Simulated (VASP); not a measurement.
A run of VASP 6.6.1 is set up as follows.

Contents of INCAR:

```
SYSTEM = LiCaO
ALGO = Normal
EDIFF = 1E-7
ENCUT = 520
GGA = PE
ISIF = 2
ISMEAR = 0
ISPIN = 2
LASPH = .TRUE.
LCHARG = .TRUE.
LELF = .TRUE.
LORBIT = 11
LREAL = .FALSE.
LVHAR = .TRUE.
LWAVE = .FALSE.
MAGMOM = 0 0 0 0 1 1
NBANDS = 32
NELM = 150
PREC = Accurate
SIGMA = 0.1
```

Contents of KPOINTS:

```
k-points
0
G
  4 4 4
  0 0 0
```

Contents of POSCAR:

```
LiCaO
1.0
    3.7893606300      0.0000000000      0.0000000000
    0.0000000000      3.7893606300      0.0000000000
    0.0000000000      0.0000000000      5.3589652000
Li Ca O
2 2 2
Direct
    0.5000000000      0.5000000000      0.5000000000
    0.0000000000      0.0000000000      0.5000000000
    0.0000000000      0.0000000000      0.0000000000
    0.5000000000      0.5000000000      0.0000000000
    0.5000000000      0.0000000000      0.7500000000
    0.0000000000      0.5000000000      0.2500000000
```

Potentials or basis: VASP PAW PBE potentials, release 64 (Li_sv, Ca_sv, O).

Command:

```console
$ cat potpaw_PBE.64/Li_sv/POTCAR potpaw_PBE.64/Ca_sv/POTCAR potpaw_PBE.64/O/POTCAR > POTCAR
$ mpirun -np 1 vasp_std > vasp.out
```

(1) What does it give for the site moments?

(2) What does it give for the largest force?

(3) What does it give for the net moment?

Answers

(1) Li +0.02; Ca +0.24; O +0.08 μB.

(2) 0.558 eV/Å.

(3) 1.88 μB per cell.

Caveat: the k points lie up to 0.41 Å⁻¹ apart.
